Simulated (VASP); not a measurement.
# W8O in VASP: single point with PBE

Aim: the single point of W8O with PBE.

All numbers are computed with VASP 6.6.1; they aren't measurements. Logs are shortened: lines on timing, memory, paths and dates and some standing lists are left out, and cuts for length are marked.

## 1. The cell of the first run

The cell holds a slab with vacuum, 9 atoms: a = 5.514 Å, b = 2.757 Å, c = 25.753 Å, α = 90.00°, β = 90.00°, γ = 109.47°.

## 2. Single point, PBE

INCAR reads:

```
SYSTEM = W8O
ALGO = Normal
DIPOL = 0.5 0.5 0.481
EDIFF = 1E-6
ENCUT = 520
GGA = PE
GGA_COMPAT = .FALSE.
IDIPOL = 3
ISIF = 2
ISMEAR = 0
LASPH = .TRUE.
LCHARG = .TRUE.
LDIPOL = .TRUE.
LELF = .TRUE.
LREAL = .FALSE.
LVACPOTAV = .TRUE.
LVHAR = .TRUE.
LWAVE = .FALSE.
NBANDS = 69
NELM = 120
NELMDL = -8
PREC = Accurate
SIGMA = 0.1
```

KPOINTS reads:

```
k-points
0
G
  6 11 1
  0 0 0
```

POSCAR reads:

```
W8O
1.0
    5.5140796780      0.0000000000      0.0000000000
   -0.9190132797      2.5993620882      0.0000000000
    0.0000000000      0.0000000000     25.7533408060
W O
8 1
Direct
    0.2500000000      0.5000000000      0.3300542661
    0.7500000000      0.5000000000      0.3300542661
    0.5000000000      0.0000000000      0.4174648130
    0.0000000000      0.0000000000      0.4174648130
    0.7500000000      0.5000000000      0.5060793106
    0.2500000000      0.5000000000      0.5039791474
    0.0132297925      0.0023481292      0.5918058937
    0.4867702075     -0.0023481292      0.5918058937
    0.7500000000      0.5000000000      0.6370669286
```

Potentials or basis: VASP PAW PBE potentials, release 64 (W_sv, O).

Launch:

```bash
> cat potpaw_PBE.64/W_sv/POTCAR potpaw_PBE.64/O/POTCAR > POTCAR
> mpirun -np 1 vasp_std > vasp.out
```

OUTCAR:

```text
SYSTEM = W8O
   EDIFF = 1E-6
   ENCUT = 520
   GGA = PE
   ISIF = 2
   ISMEAR = 0
   LASPH = .TRUE.
   LREAL = .FALSE.
   NELM = 120
   NELMDL = -8
   PREC = Accurate

 ion  position               nearest neighbor table
   1  0.250  0.500  0.330-   2 2.76   2 2.76   4 2.76   3 2.76   2 3.18   2 3.18   3 3.18   4 3.18

   2  0.750  0.500  0.330-   1 2.76   1 2.76   3 2.76   4 2.76   1 3.18   1 3.18   3 3.18   4 3.18

   3  0.500  0.000  0.417-   6 2.74   4 2.76   4 2.76   2 2.76   1 2.76   5 2.78   6 3.17   4 3.18
                             4 3.18   2 3.18   1 3.18   5 3.21
   4  0.000  0.000  0.417-   6 2.74   3 2.76   3 2.76   2 2.76   1 2.76   5 2.78   6 3.17   3 3.18
                             3 3.18   1 3.18   2 3.18   5 3.21
   5  0.750  0.500  0.506-   7 2.75   8 2.75   6 2.76   6 2.76   4 2.78   3 2.78   6 3.18   6 3.18
                             7 3.19   8 3.19   4 3.21   3 3.21
   6  0.250  0.500  0.504-   3 2.74   4 2.74   8 2.74   7 2.74   5 2.76   5 2.76   8 3.15   7 3.15
                             3 3.17   4 3.17   5 3.18   5 3.18
   7  0.013  0.002  0.592-   9 2.01   9 2.58   8 2.62   6 2.74   5 2.75   8 2.90   8 3.09   6 3.15
                             5 3.19   8 3.28
   8  0.487  0.998  0.592-   9 2.01   9 2.58   7 2.62   6 2.74   5 2.75   7 2.90   7 3.09   6 3.15
                             5 3.19   7 3.28
   9  0.750  0.500  0.637-   7 2.01   8 2.01   8 2.58   7 2.58

  Warning from LATTYP: Monoclinic adjustment (A1->A3, A2->A1, A3->A2)!
  Warning from LATTYP: Got some problem with cell dimensions!
  Tried to take original basis but could not verify dimensions!
  LATTYP: Found a simple monoclinic cell.
 ALAT       =     2.7570398390
 B/A-ratio  =     9.3409389453
 C/A-ratio  =     1.9148542155
 COS(beta)  =    -0.1740776559

  Lattice vectors:

 A1 = (  -0.9190132797,   2.5993620882,   0.0000000000)
 A2 = (   0.0000000000,   0.0000000000, -25.7533408060)
 A3 = (  -4.5950663983,  -2.5993620882,   0.0000000000)

Analysis of symmetry for initial positions (statically):
=====================================================================
 Subroutine PRICEL returns:
 Original cell was already a primitive cell.

 Routine SETGRP: Setting up the symmetry group for a
 simple monoclinic supercell.

 Subroutine GETGRP returns: Found  2 space group operations
 (whereof  1 operations were pure point group operations)
 out of a pool of  4 trial point group operations.

The static configuration has the point symmetry C_1 .
 The point group associated with its full space group is C_2 .

Analysis of symmetry for dynamics (positions and initial velocities):
=====================================================================
 Subroutine PRICEL returns:
 Original cell was already a primitive cell.

 Routine SETGRP: Setting up the symmetry group for a
 simple monoclinic supercell.

 Subroutine GETGRP returns: Found  2 space group operations
 (whereof  1 operations were pure point group operations)
 out of a pool of  4 trial point group operations.

The dynamic configuration has the point symmetry C_1 .
 The point group associated with its full space group is C_2 .

 Subroutine INISYM returns: Found  2 space group operations
 (whereof  1 operations are pure point group operations),
 and found     1 'primitive' translations

----------------------------------------------------------------------------------------

                                     Primitive cell

  volume of cell :     369.1249

  direct lattice vectors                    reciprocal lattice vectors
     5.514079678  0.000000000  0.000000000     0.181353926  0.064118296  0.000000000
    -0.919013280  2.599362088  0.000000000     0.000000000  0.384709773  0.000000000
     0.000000000  0.000000000 25.753340806     0.000000000  0.000000000  0.038829914

  length of vectors
     5.514079678  2.757039839 25.753340806     0.192354887  0.384709773  0.038829914

  position of ions in fractional coordinates (direct lattice)
     0.250000000  0.500000000  0.330054266
     0.750000000  0.500000000  0.330054266
     0.500000000  0.000000000  0.417464813
     0.000000000  0.000000000  0.417464813
     0.750000000  0.500000000  0.506079311
     0.250000000  0.500000000  0.503979147
     0.013229792  0.002348129  0.591805894
     0.486770208  0.997651871  0.591805894
     0.750000000  0.500000000  0.637066929

  ion indices of the primitive-cell ions
   primitive index   ion index
                 1           1
                 2           2
                 3           3
                 4           4
                 5           5
                 6           6
                 7           7
                 8           8
                 9           9

----------------------------------------------------------------------------------------

 KPOINTS: k-points

Automatic generation of k-mesh.
 Grid dimensions read from file:
 generate k-points for:    6   11    1

 Generating k-lattice:

  Cartesian coordinates                     Fractional coordinates (reciprocal lattice)
     0.030225654  0.010686383  0.000000000     0.166666667  0.000000000  0.000000000
     0.000000000  0.034973616  0.000000000     0.000000000  0.090909091  0.000000000
     0.000000000  0.000000000  0.038829914     0.000000000  0.000000000  1.000000000

  Length of vectors
     0.032059148  0.034973616  0.038829914

  Shift w.r.t. Gamma in fractional coordinates (k-lattice)
     0.000000000  0.000000000  0.000000000

 Subroutine IBZKPT returns following result:
 ===========================================

 Found     34 irreducible k-points:

 Following reciprocal coordinates:
            Coordinates               Weight
  0.000000  0.000000  0.000000      1.000000
  0.166667 -0.000000  0.000000      2.000000
  0.333333 -0.000000  0.000000      2.000000
  0.500000 -0.000000  0.000000      1.000000
  0.000000  0.090909  0.000000      2.000000
  0.166667  0.090909  0.000000      2.000000
[... 16 lines left out ...]
  0.000000  0.363636  0.000000      2.000000
  0.166667  0.363636  0.000000      2.000000
 [... further k-points ...]
   k-points           NKPTS =     34   k-points in BZ     NKDIM =     34   number of bands    NBANDS=     69
   number of dos      NEDOS =    301   number of ions     NIONS =      9
   total plane-waves  NPLWV = 193536
   dimension x,y,z NGX =    42 NGY =   24 NGZ =  192
   dimension x,y,z NGXF=    84 NGYF=   48 NGZF=  384
   ions per type =               8   1
   NGX,Y,Z   is equivalent  to a cutoff of  12.66, 14.47, 12.39 a.u.
   NGXF,Y,Z  is equivalent  to a cutoff of  25.33, 28.94, 24.79 a.u.
 SYSTEM =  W8O
   PREC   = accura    normal or accurate (medium, high low for compatibility)
   ISTART =      0    job   : 0-new  1-cont  2-samecut
   ICHARG =      2    charge: 1-file 2-atom 10-const
   ISPIN  =      1    spin polarized calculation?
   LNONCOLLINEAR =      F non collinear calculations
   LSORBIT =      F    spin-orbit coupling
   LASPH  =      T    aspherical Exc in radial PAW
   ENCUT  =  520.0 eV  38.22 Ry    6.18 a.u.  10.25  5.13 47.88*2*pi/ulx,y,z
   NELM   =    120;   NELMIN=  2; NELMDL= -8     # of ELM steps
   EDIFF  = 0.1E-05   stopping-criterion for ELM
   LREAL  =      F    real-space projection
   EDIFFG = 0.1E-04   stopping-criterion for IOM
   NSW    =      0    number of steps for IOM
   IBRION =     -1    ionic relax: 0-MD 1-quasi-New 2-CG
   NFREE  =      0    steps in history (QN), initial steepest desc. (CG)
   ISIF   =      2    stress and relaxation
   ISYM   =      2    0-nonsym 1-usesym 2-fastsym
   POTIM  = 0.5000    time-step for ionic-motion
   TEBEG  =    0.0;   TEEND  =   0.0 temperature during run
   PSTRESS=    0.0 pullay stress
   NELECT =     118.0000    total number of electrons
   NUPDOWN=      -1.0000    fix difference up-down
   EMIN   =  10.00;   EMAX   =-10.00  energy-range for DOS
   EFERMI =   0.00;   METHOD = LEGACY
   ISMEAR =     0;   SIGMA  =   0.10  broadening in eV -4-tet -1-fermi 0-gaus
   EFERMI_NEDOS =   21; number of points for ismear=-14 and -15
   IALGO  =     38    algorithm
   IMIX   =      4    mixing-type and parameters
     AMIX     =   0.40;   BMIX     =  1.00
     AMIX_MAG =   1.60;   BMIX_MAG =  1.00
  volume/ion in A,a.u.               =      41.01       276.78
  Fermi-wavevector in a.u.,A,eV,Ry     =   1.119380  2.115322 17.048270  1.253013
  Thomas-Fermi vector in A             =   2.256019
   LORBIT       =      0    0 simple, 1 ext, 2 COOP (PROOUT), +10 PAW based schemes
   GGA     = PE    functional components
   LHFCALC =     F    Hartree Fock is set to
   AEXX    =    0.0000 exact exchange contribution
   IVDW    =     0    specifies the selected vdW correction
   LEPSILON=     F    determine dielectric tensor
   LRPA    =     F    only Hartree local field effects (RPA)
 non-spin polarized calculation
 Gauss-broadening in eV      SIGMA  =   0.10
  energy-cutoff  :      520.00
  volume of cell :      369.12
 maximum number of plane-waves:      9982
 NGX is ok and might be reduce to    42
   NGX = 21   NGY = 11   NGZ = 95

 dipolmoment           0.000000      0.000000     -0.000523 electrons x Angstroem

 number of electron     118.0000005 magnetization

 dipolmoment           0.000000      0.000000      0.000321 electrons x Angstroem

 Free energy of the ion-electron system (eV)
  ---------------------------------------------------
  ext. energy  EPLUGINS =         0.00000000
  ---------------------------------------------------
  free energy    TOTEN  =      -106.35192815 eV

  energy without entropy =     -106.33026240  energy(sigma->0) =     -106.34109528

 E-fermi :   0.9833     XC(G=0):  -5.7022

 val. band max:        0.9816938106   @ k =   0.0000   0.0909   0.0000
 cond. band min:       1.0139193434   @ k =   0.5000   0.4545   0.0000
 fundamental gap:      0.0322255328
 Fermi energy:         0.9832549469

 k-point     1 :       0.0000    0.0000    0.0000
  band No.  band energies     occupation
      1     -73.6251      2.00000
      2     -73.5488      2.00000
      3     -73.2481      2.00000
      4     -73.1969      2.00000
      5     -73.1484      2.00000
      6     -73.1297      2.00000
[... 1717 lines left out ...]
     68       3.5633      0.00000
     69       3.6929      0.00000

 [... further k-points ...]

------------------------ aborting loop because EDIFF is reached ----------------------------------------

  FORCE on cell =-STRESS in cart. coord.  units (eV):
  Direction    XX          YY          ZZ          XY          YZ          ZX
  --------------------------------------------------------------------------------------
  -------------------------------------------------------------------------------------
  Total       -7.7943816     -6.8716480     -2.6565377     -0.8533468      0.0000000      0.0000000
  in kB      -33.8313131    -29.8262115    -11.5306335     -3.7039301      0.0000000      0.0000000
  external PRESSURE =     -25.0627194 kB  Pullay stress =       0.0000000 kB

 VOLUME and BASIS-vectors are now :
 -----------------------------------------------------------------------------
  energy-cutoff  :      520.00
  volume of cell :      369.12
      direct lattice vectors                 reciprocal lattice vectors
     5.514079678  0.000000000  0.000000000     0.181353926  0.064118296  0.000000000
    -0.919013280  2.599362088  0.000000000     0.000000000  0.384709773  0.000000000
     0.000000000  0.000000000 25.753340806     0.000000000  0.000000000  0.038829914

 POSITION                                       TOTAL-FORCE (eV/Angst)
 -----------------------------------------------------------------------------------
      0.91901      1.29968      8.50000         0.000000      0.000000      0.746412
      3.67605      1.29968      8.50000         0.000000      0.000000      0.583924
      2.75704      0.00000     10.75111         0.146769     -0.090490     -0.698261
      0.00000      0.00000     10.75111        -0.146769      0.090490     -0.698261
      3.67605      1.29968     13.03323         0.000000      0.000000     -0.008360
      0.91901      1.29968     12.97915         0.000000      0.000000      0.016118
      0.07079      0.00610     15.24098         0.064287      0.080383     -0.045338
      1.76723      2.59326     15.24098        -0.064287     -0.080383     -0.045338
      3.67605      1.29968     16.40660         0.000000      0.000000      0.149104
 -----------------------------------------------------------------------------------
    total drift:                               -0.000000      0.000000      0.000173

  FREE ENERGIE OF THE ION-ELECTRON SYSTEM (eV)
  ---------------------------------------------------
  free  energy   TOTEN  =      -106.3519281521 eV

  energy  without entropy=     -106.3302623989  energy(sigma->0) =     -106.34109528

 vacuum level on the upper side and lower side of the slab         5.947         5.944
```

Run time: 24 min. Hardware: 1 thread of Intel Xeon 6975P-C (Granite Rapids), shared host; peak memory 0.85 GiB.

Results:

```
Free energy            : -106.3519 eV
Largest force          : 0.746 eV/Å
Band gap on the k mesh : zero (bands 59 and 60 overlap by 1.58 eV)
```

Forces in eV/Å, atoms in the order of the input:
```
W    0.000  0.000  0.746
W    0.000  0.000  0.584
W    0.147 -0.090 -0.698
W   -0.147  0.090 -0.698
W    0.000  0.000 -0.008
W    0.000  0.000  0.016
W    0.064  0.080 -0.045
W   -0.064 -0.080 -0.045
O    0.000  0.000  0.149
```

Caveat: spin-orbit coupling is left out, which moves the levels of the heavy elements.

The gap in the log of VASP goes by the Fermi energy; the results here count the filled bands.